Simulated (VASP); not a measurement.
# C (Fd-3m) in VASP: a series of runs

The runs below take C through single point, with LDA.

Everything below comes from runs of VASP 6.6.1. Logs are shortened: lines on timing, memory, paths and dates and some standing lists are left out, and cuts for length are marked.

### 1 The cell of the first run

It takes space group Fd-3m (No. 227, cubic). Conventional cell: a = 3.515 Å, b = 3.515 Å, c = 3.515 Å, α = 90.00°, β = 90.00°, γ = 90.00°. C (site symmetry -43m) has 4 C at 1.52 Å within 2.0 Å.

### 2 Single point, LDA

File INCAR:

```
ALGO = Normal
EDIFF = 1E-6
ENCUT = 520
ISIF = 2
ISMEAR = 0
LASPH = True
LCHARG = False
LREAL = False
LWAVE = False
NBANDS = 11
NELM = 60
PREC = Accurate
SIGMA = 0.01
```

File KPOINTS:

```
k-points
0
Gamma
  10 10 10
```

File POSCAR:

```
C
1.0
    0.0000000000      1.7573025676      1.7573025676
    1.7573025676      0.0000000000      1.7573025676
    1.7573025676      1.7573025676      0.0000000000
C
2
Direct
    0.5000000000      0.5000000000      0.5000000000
    0.7500000000      0.7500000000      0.7500000000
```

Potentials or basis: VASP PAW LDA potentials, release 64 (C).

Started as:

```
> cat potpaw_LDA.64/C/POTCAR > POTCAR
> mpirun -np 1 vasp_std > vasp.out
```

OUTCAR:

```text
EDIFF = 1E-6
   ENCUT = 520
   ISIF = 2
   ISMEAR = 0
   LASPH = True
   LREAL = False
   NELM = 60
   PREC = Accurate

 ion  position               nearest neighbor table
   1  0.500  0.500  0.500-   2 1.52   2 1.52   2 1.52   2 1.52
   2  0.750  0.750  0.750-   1 1.52   1 1.52   1 1.52   1 1.52

  LATTYP: Found a face centered cubic cell.
 ALAT       =     3.5146051352

  Lattice vectors:

 A1 = (   0.0000000000,   1.7573025676,   1.7573025676)
 A2 = (   1.7573025676,   0.0000000000,   1.7573025676)
 A3 = (   1.7573025676,   1.7573025676,   0.0000000000)

Analysis of symmetry for initial positions (statically):
=====================================================================
 Subroutine PRICEL returns:
 Original cell was already a primitive cell.

 Routine SETGRP: Setting up the symmetry group for a
 face centered cubic supercell.

 Subroutine GETGRP returns: Found 48 space group operations
 (whereof 24 operations were pure point group operations)
 out of a pool of 48 trial point group operations.

The static configuration has the point symmetry T_d .
 The point group associated with its full space group is O_h .

Analysis of symmetry for dynamics (positions and initial velocities):
=====================================================================
 Subroutine PRICEL returns:
 Original cell was already a primitive cell.

 Routine SETGRP: Setting up the symmetry group for a
 face centered cubic supercell.

 Subroutine GETGRP returns: Found 48 space group operations
 (whereof 24 operations were pure point group operations)
 out of a pool of 48 trial point group operations.

The dynamic configuration has the point symmetry T_d .
 The point group associated with its full space group is O_h .

 Subroutine INISYM returns: Found 48 space group operations
 (whereof 24 operations are pure point group operations),
 and found     1 'primitive' translations

----------------------------------------------------------------------------------------

                                     Primitive cell

  volume of cell :      10.8535

  direct lattice vectors                    reciprocal lattice vectors
     0.000000000  1.757302568  1.757302568    -0.284526984  0.284526984  0.284526984
     1.757302568  0.000000000  1.757302568     0.284526984 -0.284526984  0.284526984
     1.757302568  1.757302568  0.000000000     0.284526984  0.284526984 -0.284526984

  length of vectors
     2.485201124  2.485201124  2.485201124     0.492815193  0.492815193  0.492815193

  position of ions in fractional coordinates (direct lattice)
[... 82 lines left out ...]
   NSW    =      0    number of steps for IOM
   IBRION =     -1    ionic relax: 0-MD 1-quasi-New 2-CG
   NFREE  =      0    steps in history (QN), initial steepest desc. (CG)
   ISIF   =      2    stress and relaxation
   ISYM   =      2    0-nonsym 1-usesym 2-fastsym
   POTIM  = 0.5000    time-step for ionic-motion
   TEBEG  =    0.0;   TEEND  =   0.0 temperature during run
   PSTRESS=    0.0 pullay stress
   NELECT =       8.0000    total number of electrons
   NUPDOWN=      -1.0000    fix difference up-down
   EMIN   =  10.00;   EMAX   =-10.00  energy-range for DOS
   EFERMI =   0.00;   METHOD = LEGACY
   ISMEAR =     0;   SIGMA  =   0.01  broadening in eV -4-tet -1-fermi 0-gaus
   EFERMI_NEDOS =   21; number of points for ismear=-14 and -15
   IALGO  =     38    algorithm
   IMIX   =      4    mixing-type and parameters
     AMIX     =   0.40;   BMIX     =  1.00
     AMIX_MAG =   1.60;   BMIX_MAG =  1.00
  volume/ion in A,a.u.               =       5.43        36.62
  Fermi-wavevector in a.u.,A,eV,Ry     =   1.478819  2.794562 29.754648  2.186905
  Thomas-Fermi vector in A             =   2.593053
   LORBIT       =      0    0 simple, 1 ext, 2 COOP (PROOUT), +10 PAW based schemes
   GGA     = CA    functional components
   LHFCALC =     F    Hartree Fock is set to
   AEXX    =    0.0000 exact exchange contribution
   IVDW    =     0    specifies the selected vdW correction
   LEPSILON=     F    determine dielectric tensor
   LRPA    =     F    only Hartree local field effects (RPA)
 non-spin polarized calculation
 Gauss-broadening in eV      SIGMA  =   0.01
  energy-cutoff  :      520.00
  volume of cell :       10.85
 maximum number of plane-waves:       303
   NGX =  9   NGY =  9   NGZ =  9

 number of electron       8.0000002 magnetization

 Free energy of the ion-electron system (eV)
  ---------------------------------------------------
  ext. energy  EPLUGINS =         0.00000000
  ---------------------------------------------------
  free energy    TOTEN  =       -20.23971818 eV

  energy without entropy =      -20.23971818  energy(sigma->0) =      -20.23971818

 E-fermi :  10.5523     XC(G=0): -13.7145

 val. band max:       10.3809357438   @ k =   0.0000   0.0000   0.0000
 cond. band min:      14.6188164108   @ k =   0.4000   0.4000   0.0000
 fundamental gap:      4.2378806670
 Fermi energy:        10.5523361316

 k-point     1 :       0.0000    0.0000    0.0000
  band No.  band energies     occupation
      1     -11.5351      2.00000
      2      10.3809      2.00000
      3      10.3809      2.00000
      4      10.3809      2.00000
      5      16.0487      0.00000
      6      16.0487      0.00000
      7      16.0487      0.00000
      8      24.9609      0.00000
      9      29.9745      0.00000
     10      37.5102      0.00000
     11      37.5102      0.00000
[... 309 lines left out ...]
 k-point    24 :       0.4000    0.3000    0.0000
  band No.  band energies     occupation
      1      -6.8022      2.00000
      2       2.2984      2.00000
      3       4.1601      2.00000
      4       4.7976      2.00000
      5      15.2625      0.00000
      6      18.4834      0.00000
      7      24.8468      0.00000
      8      24.9699      0.00000
      9      32.8383      0.00000
     10      33.6169      0.00000
     11      41.7579      0.00000

 [... further k-points ...]
[... 5 lines left out ...]
  --------------------------------------------------------------------------------------
  -------------------------------------------------------------------------------------
  Total        0.5893794      0.5893794      0.5893794      0.0000000      0.0000000      0.0000000
  in kB       87.0033352     87.0033352     87.0033352      0.0000000      0.0000000      0.0000000
  external PRESSURE =      87.0033352 kB  Pullay stress =       0.0000000 kB

 VOLUME and BASIS-vectors are now :
 -----------------------------------------------------------------------------
  energy-cutoff  :      520.00
  volume of cell :       10.85
      direct lattice vectors                 reciprocal lattice vectors
     0.000000000  1.757302568  1.757302568    -0.284526984  0.284526984  0.284526984
     1.757302568  0.000000000  1.757302568     0.284526984 -0.284526984  0.284526984
     1.757302568  1.757302568  0.000000000     0.284526984  0.284526984 -0.284526984

 POSITION                                       TOTAL-FORCE (eV/Angst)
 -----------------------------------------------------------------------------------
      1.75730      1.75730      1.75730         0.000000     -0.000000     -0.000000
      2.63595      2.63595      2.63595        -0.000000      0.000000      0.000000
 -----------------------------------------------------------------------------------
    total drift:                                0.000000     -0.000000      0.000000

  FREE ENERGIE OF THE ION-ELECTRON SYSTEM (eV)
  ---------------------------------------------------
  free  energy   TOTEN  =       -20.2397181828 eV

  energy  without entropy=      -20.2397181828  energy(sigma->0) =      -20.23971818
```

OSZICAR:

```text
N       E                     dE             d eps       ncg     rms          rms(c)
DAV:   1    -0.156931095777E+01   -0.15693E+01   -0.46777E+03  1114   0.694E+02
DAV:   2    -0.208394666802E+02   -0.19270E+02   -0.18836E+02  1348   0.130E+02
DAV:   3    -0.211419225870E+02   -0.30246E+00   -0.30190E+00  1220   0.126E+01
DAV:   4    -0.211424124196E+02   -0.48983E-03   -0.48983E-03  1128   0.642E-01
DAV:   5    -0.211424130508E+02   -0.63118E-06   -0.63119E-06  1201   0.215E-02    0.603E+00
DAV:   6    -0.204722896764E+02    0.67012E+00   -0.35940E-01  1061   0.419E+00    0.350E+00
DAV:   7    -0.202397981113E+02    0.23249E+00   -0.42531E-01  1109   0.457E+00    0.784E-01
DAV:   8    -0.202397339966E+02    0.64115E-04   -0.10130E-02  1106   0.837E-01    0.300E-02
DAV:   9    -0.202397166303E+02    0.17366E-04   -0.39616E-05  1154   0.485E-02    0.212E-02
DAV:  10    -0.202397182485E+02   -0.16182E-05   -0.22527E-06  1149   0.125E-02    0.501E-03
DAV:  11    -0.202397181828E+02    0.65733E-07   -0.89845E-08   555   0.229E-03
   1 F= -.20239718E+02 E0= -.20239718E+02  d E =-.436761-132
```

stdout:

```text
POSCAR found type information on POSCAR C
 POSCAR found :  1 types and       2 ions
 scaLAPACK will be used
 LDA part: xc-table for (Slater(with rela. corr.)+CA(PZ))
 , standard interpolation
 POSCAR, INCAR and KPOINTS ok, starting setup
 FFT: planning ... GRIDC
 FFT: planning ... GRID_SOFT
 FFT: planning ... GRID
 WAVECAR not read
 entering main loop
```

Wall time 4.4 s (1 thread of Intel Xeon Platinum 8259CL at 2.50GHz (Skylake/Cascade Lake), shared host); peak memory 0.11 GiB.

Results:

| Quantity | Value |
| --- | --- |
| Free energy | -20.2397 eV |
| Pressure | 8.7 GPa |
| Band gap on the k mesh | 4.24 eV, indirect (least direct gap 5.67 eV) |

A k mesh can miss the band edges. LDA gaps usually lie below the measured ones, often by a third to a half.

### 3 Single point, LDA

This run uses another cell than the first one, of 5.39 Å³/atom, 0.994 times its volume.

File INCAR:

```
PREC     = Accurate       # precision mode
ENCUT    = 520            # plane-wave cutoff, eV
EDIFF    = 1E-7           # SCF threshold, eV
ISMEAR   = 0              # smearing method
SIGMA    = 0.01           # smearing width, eV
LREAL    = F              # projectors in reciprocal space
LASPH    = T              # aspherical terms in the spheres
NELM     = 60             # most SCF steps
ALGO     = Normal         # electronic algorithm
ISIF     = 2              # what is computed and relaxed
LWAVE    = F              # write WAVECAR
LCHARG   = T              # write CHGCAR
GGA      = CA             # functional
LELF     = T              # ELF
LVHAR    = T            
NBANDS   = 11             # bands
```

File KPOINTS:

```
Automatic mesh
0
Gamma
  10 10 10
```

File POSCAR:

```
C
1.0
    0.0000000000      1.7537826711      1.7537826711
    1.7537826711      0.0000000000      1.7537826711
    1.7537826711      1.7537826711      0.0000000000
C
2
Direct
    0.5000000000      0.5000000000      0.5000000000
    0.7500000000      0.7500000000      0.7500000000
```

Potentials or basis: VASP PAW LDA potentials, release 64 (C).

Started as:

```
> cat potpaw_LDA.64/C/POTCAR > POTCAR
> mpirun -np 1 vasp_std > vasp.out
```

Wall time 5.4 s (1 thread of Intel Xeon Platinum 8259CL at 2.50GHz (Skylake/Cascade Lake), shared host); peak memory 0.11 GiB.

The run converged. Its results:

```
Free energy            : -20.2354 eV
Pressure               : 11.7 GPa
Band gap on the k mesh : 4.25 eV, indirect (least direct gap 5.68 eV)
```

Levels at points of the mesh, in eV from the valence-band top:
| k point | band 2 | band 3 | band 4 | band 5 | band 6 | band 7 |
| --- | --- | --- | --- | --- | --- | --- |
| (0.00, 0.00, 0.00) | 0.00 | 0.00 | 0.00 | 5.68 | 5.68 | 5.68 |
| (0.50, 0.00, 0.00) | -13.92 | -2.92 | -2.92 | 8.60 | 8.60 | 9.71 |
| (0.50, 0.50, 0.00) | -12.97 | -6.60 | -6.60 | 4.82 | 4.82 | 17.40 |

A k mesh can miss the band edges. A hybrid or GW would open this gap; LDA tends to underestimate it.
